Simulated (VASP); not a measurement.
Input of a VASP 6.6.1 run:

INCAR

```
PREC     = Accurate       # precision mode
ENCUT    = 520            # plane-wave cutoff, eV
EDIFF    = 1E-6           # SCF threshold, eV
ISMEAR   = 0              # smearing method
SIGMA    = 0.1            # smearing width, eV
LREAL    = F              # projectors in reciprocal space
LASPH    = T              # aspherical terms in the spheres
NELM     = 60             # most SCF steps
ALGO     = Normal         # electronic algorithm
ISIF     = 2              # what is computed and relaxed
LWAVE    = F              # write WAVECAR
LCHARG   = F              # write CHGCAR
GGA      = PE             # functional
NBANDS   = 19             # bands
```

KPOINTS

```
regular mesh
0
Gamma
  18 18 18
```

File POSCAR:

```
GePt
1.0
    3.1905833709      0.0000000000      0.0000000000
    0.0000000000      3.1905833709      0.0000000000
    0.0000000000      0.0000000000      3.1905833709
Ge Pt
1 1
Direct
    0.5000000000      0.5000000000      0.5000000000
    0.0000000000      0.0000000000      0.0000000000
```

Potentials or basis: VASP PAW PBE potentials, release 64 (Ge_d, Pt).

The run is started by

```console
$ cat potpaw_PBE.64/Ge_d/POTCAR potpaw_PBE.64/Pt/POTCAR > POTCAR
$ mpirun -np 1 vasp_std > vasp.out
```

**Question.** Predict the band gap on the k mesh.

**Answer.** Zero (band 12 reaches 11.96 eV, above the bottom of band 13 at 8.33 eV).

**Question.** What does it give for the pressure?

**Answer.** 0.0 GPa.

Caveat: spin-orbit coupling is left out, which moves the levels of the heavy elements.
